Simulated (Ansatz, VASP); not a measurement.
This is a calculation of TiO2 for VASP 6.6.1.

File INCAR:

```
PREC = Accurate
ENCUT = 520
EDIFF = 1E-6
ISMEAR = -1
SIGMA = 0.05
LREAL = F
LASPH = T
NELM = 60
ALGO = Normal
ISIF = 2
LWAVE = F
LCHARG = F
GGA = PE
NBANDS = 19
```

File KPOINTS:

```
regular mesh
0
Gamma
  10 10 10
```

POSCAR

```
TiO2
1.0
    1.4872816960      0.8586824875      6.9346869804
   -1.4872816960      0.8586824875      6.9346869804
    0.0000000000     -1.7173649751      6.9346869804
Ti O
1 2
Direct
    0.0000000000      0.0000000000      0.0000000000
    0.3795330000      0.3795330000      0.3795330000
    0.6204670000      0.6204670000      0.6204670000
```

Potentials or basis: VASP PAW PBE potentials, release 64 (Ti_sv, O).

The run is started by

```sh
$ cat potpaw_PBE.64/Ti_sv/POTCAR potpaw_PBE.64/O/POTCAR > POTCAR
$ mpirun -np 1 vasp_std > vasp.out
```

Problem. Translate it to Ansatz 0.2.0. Potentials there: all-electron LAPW, scalar-relativistic.

Solution. As run (the cutoff follows the program's own potentials):

input.yaml

```yaml
crystal:
  lattice:
    - [1.487281696, 0.8586824875, 6.9346869804]
    - [-1.487281696, 0.8586824875, 6.9346869804]
    - [0.0, -1.7173649751, 6.9346869804]
  atoms:
    - { symbol: Ti, position: [0.0, 0.0, 0.0] }
    - { symbol: O, position: [0.379533, 0.379533, 0.379533] }
    - { symbol: O, position: [0.620467, 0.620467, 0.620467] }
kpoints:
  mp_grid: { grid: [10, 10, 10] }
scf:
  occupations: { method: fermi_dirac, width: 0.05 }
hamiltonian:
  xc: pbe
  pseudopotentials: { kind: all_electron, lapw: { basis_error: 0.001 } }
output:
  forces: true
  stress: true
  eigenvalues: true
```

Potentials or basis: all-electron LAPW, scalar-relativistic.

Run with:

```bash
$ ansatz run input.yaml --threads 2 --pin off --max-ram 6144MiB --backend cpu --events-out ev --progress --plain --runs-dir out
```

Both were run:

|  | VASP | Ansatz | Ansatz less VASP |
| --- | --- | --- | --- |
| gap on the k mesh at the Fermi level (eV) | 2.73 | 2.76 | +0.024 |
| least direct gap on the mesh (eV) | 2.91 | 2.93 | +0.021 |
| pressure (GPa) | 2.4 | 1.9 | -0.50 |
| traceless stress, the component that is largest in VASP (GPa) | -0.98 | -0.73 | +0.247 |
| rms of the force components (eV/Å) | 0.122 | 0.095 | -0.0273 |

Atom by atom the forces differ by 0.027 eV/Å (rms over components). Ansatz ran all-electron here, and VASP with PAW potentials.
